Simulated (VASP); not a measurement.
Here is a VASP 6.6.1 calculation.

File INCAR:

```
SYSTEM = Hf3N4
PREC = Accurate ; ENCUT = 600
EDIFF = 1E-7 ; ISMEAR = -1
SIGMA = 0.02 ; LREAL = .False.
LASPH = .True. ; NELM = 120
ALGO = Normal ; ISIF = 3
LWAVE = .False. ; LCHARG = .False.
GGA = PE ; IBRION = 2
NSW = 80 ; EDIFFG = -0.005
GGA_COMPAT = .False. ; NELMIN = 4
```

The input KPOINTS:

```
Automatic mesh
0
Gamma
  6 6 6
  0 0 0
```

Contents of POSCAR:

```
Hf3N4
1.0
   -3.3575510000      3.3575510000      3.3575510000
    3.3575510000     -3.3575510000      3.3575510000
    3.3575510000      3.3575510000     -3.3575510000
Hf N
6 8
Direct
    0.8750000000      0.2500000000      0.1250000000
    0.1250000000      0.8750000000      0.2500000000
    0.3750000000      0.6250000000      0.7500000000
    0.2500000000      0.1250000000      0.8750000000
    0.7500000000      0.3750000000      0.6250000000
    0.6250000000      0.7500000000      0.3750000000
    0.5000000000      0.0000000000      0.6336660000
    0.1336660000      0.5000000000      0.0000000000
    0.3663340000      0.3663340000      0.3663340000
    0.0000000000      0.1336660000      0.5000000000
    0.8663340000      0.8663340000      0.8663340000
    0.0000000000      0.6336660000      0.5000000000
    0.5000000000      0.0000000000      0.1336660000
    0.6336660000      0.5000000000      0.0000000000
```

Potentials or basis: VASP PAW PBE potentials, release 64 (Hf_pv, N).

The run is started by

```sh
$ cat potpaw_PBE.64/Hf_pv/POTCAR potpaw_PBE.64/N/POTCAR > POTCAR
$ mpirun -np 1 vasp_std > vasp.out
```

**Question.** Predict the band gap on the k mesh.

**Answer.** 1.03 eV.

**Question.** Estimate the relaxed cell.

**Answer.** a = 5.811 Å, b = 5.811 Å, c = 5.811 Å, α = 109.47°, β = 109.47°, γ = 109.47°.

**Question.** Estimate the space group after relaxing (to 0.1 Å).

**Answer.** I-43d (No. 220).

**Question.** Predict the relaxed volume.

**Answer.** 10.79 Å³/atom.

Final structure:
```yaml
crystal:
  lattice:
    - [-3.35472, 3.35472, 3.35472]
    - [3.35472, -3.35472, 3.35472]
    - [3.35472, 3.35472, -3.35472]
  atoms:
    - { symbol: Hf, position: [0.87500, 0.25000, 0.12500] }
    - { symbol: Hf, position: [0.12500, 0.87500, 0.25000] }
    - { symbol: Hf, position: [0.37500, 0.62500, 0.75000] }
    - { symbol: Hf, position: [0.25000, 0.12500, 0.87500] }
    - { symbol: Hf, position: [0.75000, 0.37500, 0.62500] }
    - { symbol: Hf, position: [0.62500, 0.75000, 0.37500] }
    - { symbol: N, position: [0.50000, 0.00000, 0.63367] }
    - { symbol: N, position: [0.13367, 0.50000, 0.00000] }
    - { symbol: N, position: [0.36633, 0.36633, 0.36633] }
    - { symbol: N, position: [0.00000, 0.13367, 0.50000] }
    - { symbol: N, position: [0.86633, 0.86633, 0.86633] }
    - { symbol: N, position: [0.00000, 0.63367, 0.50000] }
    - { symbol: N, position: [0.50000, 0.00000, 0.13367] }
    - { symbol: N, position: [0.63367, 0.50000, 0.00000] }
```

Caveat: spin-orbit coupling is left out, which moves the levels of the heavy elements. A k mesh can miss the band edges.
